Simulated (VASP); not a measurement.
A run of VASP 6.6.1 is set up as follows.

The input INCAR:

```
SYSTEM = MgZr2CdO6
ALGO = Normal
EDIFF = 1E-6
ENCUT = 520
GGA = PE
ISIF = 2
ISMEAR = -1
LASPH = .True.
LCHARG = .False.
LREAL = .False.
LWAVE = .False.
NBANDS = 48
NELM = 80
PREC = Accurate
SIGMA = 0.1
```

File KPOINTS:

```
k-points
0
Gamma
  4 4 4
  0 0 0
```

File POSCAR:

```
MgZr2CdO6
1.0
    2.5742170000      4.4586710000      0.0000000000
   -2.5742170000      4.4586710000      0.0000000000
    0.0000000000     -2.9724470000      5.6190570000
Cd Mg Zr O
1 1 2 6
Direct
    0.0000000000      0.0000000000      0.0000000000
    0.5000000000      0.5000000000      0.5000000000
    0.2435000000      0.2435000000      0.7305000000
    0.7565000000      0.7565000000      0.2695000000
    0.7618000000      0.7662000000      0.8367000000
    0.3087000000      0.7618000000      0.8367000000
    0.7662000000      0.3087000000      0.8367000000
    0.2382000000      0.2338000000      0.1633000000
    0.6913000000      0.2382000000      0.1633000000
    0.2338000000      0.6913000000      0.1633000000
```

Potentials or basis: VASP PAW PBE potentials, release 64 (Cd, Mg, Zr_sv, O).

Launch:

```console
$ cat potpaw_PBE.64/Cd/POTCAR potpaw_PBE.64/Mg/POTCAR potpaw_PBE.64/Zr_sv/POTCAR potpaw_PBE.64/O/POTCAR > POTCAR
$ mpirun -np 1 vasp_std > vasp.out
```

Q: What does it give for the largest force?

A: 5.886 eV/Å.

Q: Estimate the pressure.

A: 12.6 GPa.

Q: Predict the band gap on the k mesh.

A: Zero (bands 37 and 38 overlap by 0.81 eV).

Forces on the atoms (eV/Å):
```
Cd   0.000  0.000  0.000
Mg   0.000  0.000  0.000
Zr   0.000  0.000  4.307
Zr   0.000  0.000 -4.307
O   -0.105 -3.617 -4.643
O    3.185  1.717 -4.643
O   -3.080  1.899 -4.643
O    0.105  3.617  4.643
O   -3.185 -1.717  4.643
O    3.080 -1.899  4.643
```

Caveat: the k points lie up to 0.36 Å⁻¹ apart, too coarse for converged energies and pressures of a metal; forces of over 1 eV/Å act on the atoms, so gaps and moduli don't describe the material at rest.
